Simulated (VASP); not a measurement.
TiAl, 2 atoms in the cell. The typed cell holds 2 atoms: a = 2.867 Å, b = 2.867 Å, c = 4.678 Å, α = 90.00°, β = 90.00°, γ = 120.00°.  This cell differs from its parent crystal: atom 1 (Ti) moved by (-0.600, -0.300) A along [1 1 0] and z.

```yaml
Program: VASP 6.6.1
Task: single point
Functional: PBEsol
Potentials_or_basis: VASP PAW PBE potentials, release 64 (Ti_sv, Al)
Cutoff: 520 eV
k_mesh: 18 × 18 × 10
Occupations: gaussian, width 0.15 eV
Spin: no spin polarisation
Dipole_correction: no
Further_INCAR_settings: ALGO = Fast; EDIFF = 1e-07; NBANDS = 14
```

Potentials or basis: VASP PAW PBE potentials, release 64 (Ti_sv, Al).

Command:

```console
$ cat potpaw_PBE.64/Ti_sv/POTCAR potpaw_PBE.64/Al/POTCAR > POTCAR
$ mpirun -np 1 vasp_std > vasp.out
```

Hardware: 1 thread of Oxide Virtual Turin-like Processor, with other jobs on the host.

**Question.** Estimate the wall time of this run.

**Answer.** It took 49 min on 1 thread of Oxide Virtual Turin-like Processor, on a shared host, peak memory 0.8 GiB. Counts: scf iterations 34, k points 1624.
